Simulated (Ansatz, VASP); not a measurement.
**One calculation of Nb2SnTe3, two programs**

```
CELL_PARAMETERS angstrom
4.45186 0.00000 0.00000
0.00000 4.45186 0.00000
0.00000 0.00000 7.57138
ATOMIC_POSITIONS crystal
Nb 0.50000 0.50000 0.76526
Nb 0.00000 0.00000 0.23219
Sn 0.00000 0.00000 0.62227
Te 0.50000 0.00000 0.99770
Te 0.00000 0.50000 0.99770
Te 0.50000 0.50000 0.38488
```

Change from the starting cell: species swapped into the Zr2As3S type (P4mm, No. 99).

Alike in both runs: functional PBE; k mesh 8 × 8 × 6; occupations gaussian, width 0.1 eV; no spin polarisation.

Ansatz relaxed the structure, and its values are those at the end. VASP's run is a single point on that final structure, the one shown.

|  | VASP | Ansatz |
| --- | --- | --- |
| version | VASP 6.6.1 | Ansatz 0.2.0 |
| potentials or method | VASP PAW PBE potentials, release 64 (Nb_sv, Sn_d, Te), cutoff 520 eV | scalar-relativistic, plane waves, PAW |
| valence electrons in the cell | 58 | 88 |

Ansatz gave:

| Property | Result |
| --- | --- |
| gap on the k mesh at the Fermi level (eV) | none |
| pressure (GPa) | 0.0 |

**Question.** Which values does VASP return?

**Answer.** gap on the k mesh at the Fermi level (eV): none; pressure (GPa): -0.1.

A gap of «none» marks a metal or a gap that the smearing closes. With one functional, cell and mesh, what is left measures potentials, basis and numerics. VASP's potentials hold 58 valence electrons a cell and Ansatz's 88, so a difference there can come from the potentials and not from the codes.

Neither program's run includes spin-orbit coupling.
